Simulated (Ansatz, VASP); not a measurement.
## Two plane-wave programs on Ga3Sb

File INCAR:

```
SYSTEM = Ga3Sb
PREC = Accurate
ENCUT = 520
EDIFF = 1E-7
ISMEAR = 0
SIGMA = 0.1
LREAL = .False.
LASPH = .True.
NELM = 100
ALGO = Fast
ISIF = 2
LWAVE = .False.
LCHARG = .False.
GGA = PE
NBANDS = 30
```

KPOINTS

```
Automatic mesh
0
Gamma
  6 6 6
  0 0 0
```

The input POSCAR:

```
Ga3Sb
1.0
   -2.1587989300      2.1587989300      4.7604842200
    2.1587989300     -2.1587989300      4.7604842200
    2.1587989300      2.1587989300     -4.7604842200
Ga Sb
3 1
Direct
    0.7500000000      0.2500000000      0.5000000000
    0.2500000000      0.7500000000      0.5000000000
    0.5000000000      0.5000000000      0.0000000000
    0.0000000000      0.0000000000      0.0000000000
```

Input for Ansatz:

```yaml
crystal:
  lattice:
    - [-2.15879893, 2.15879893, 4.76048422]
    - [2.15879893, -2.15879893, 4.76048422]
    - [2.15879893, 2.15879893, -4.76048422]
  atoms:
    - { symbol: Ga, position: [0.75, 0.25, 0.5] }
    - { symbol: Ga, position: [0.25, 0.75, 0.5] }
    - { symbol: Ga, position: [0.5, 0.5, 0.0] }
    - { symbol: Sb, position: [0.0, 0.0, 0.0] }
basis:
  ecutwfc: 420
kpoints:
  mp_grid: { grid: [6, 6, 6] }
hamiltonian:
  xc: pbe
scf:
  occupations: { method: gaussian, width: 0.1 }
  lower_state_search: "off"
output:
  forces: true
  stress: true
  eigenvalues: true
```

Alike in both runs: task single point; functional PBE; k mesh 6 × 6 × 6; occupations gaussian, width 0.1 eV; no spin polarisation.

```csv
,VASP,Ansatz
version,VASP 6.6.1,Ansatz 0.2.0
potentials or method,"VASP PAW PBE potentials, release 64 (Ga_d, Sb), cutoff 520 eV","scalar-relativistic, plane waves, PAW"
valence electrons in the cell,44,54
```

|  | VASP | Ansatz | Ansatz less VASP |
| --- | --- | --- | --- |
| gap on the k mesh at the Fermi level (eV) | none | none | - |
| pressure (GPa) | -0.2 | -0.2 | 0.00 |
| traceless stress, the component that is largest in VASP (GPa) | -1.90 | -1.89 | +0.009 |

A gap of «none» marks a metal or a gap that the smearing closes. VASP's potentials hold 44 valence electrons a cell and Ansatz's 54, so a difference there can come from the potentials and not from the codes.

Spin-orbit coupling is off throughout.
